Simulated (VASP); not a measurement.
HgTe:

```xyz
2
Lattice="0.0000 3.2892 3.2892 3.2892 0.0000 3.2892 3.2892 3.2892 0.0000" Properties=species:S:1:pos:R:3 pbc="T T T"
Hg    0.0000    0.0000    0.0000
Te    1.6446    1.6446    1.6446
```

Program: VASP 6.6.1. Alike in all runs: task single point; potentials or basis VASP PAW PBE potentials, release 64 (Hg, Te); no spin polarisation; cell as given; k mesh 4 × 4 × 4; smearing fermi-dirac 0.02 eV.

Question: Order these runs on this cell by their band gap on the k mesh, lowest first.
A. level PBE; cutoff (eV) 500
B. level PBE-based screened hybrid with 75 % exact exchange; cutoff (eV) 400; grid for exact exchange (PRECFOCK) Normal; share of exact exchange 0.75; screening parameter 0.1 1/Å
C. level PBE-based screened hybrid with 100 % exact exchange; cutoff (eV) 400; grid for exact exchange (PRECFOCK) Normal; share of exact exchange 1; screening parameter 0.1 1/Å

Answer: A (metal), B (2.40 eV), C (3.44 eV).

Caveats: some runs use coarse meshes; spin-orbit coupling is left out, which moves the levels of the heavy elements; the cell stands under tension (at least some runs); semilocal functionals underestimate gaps, so a narrow gap can read as zero (at least some runs).

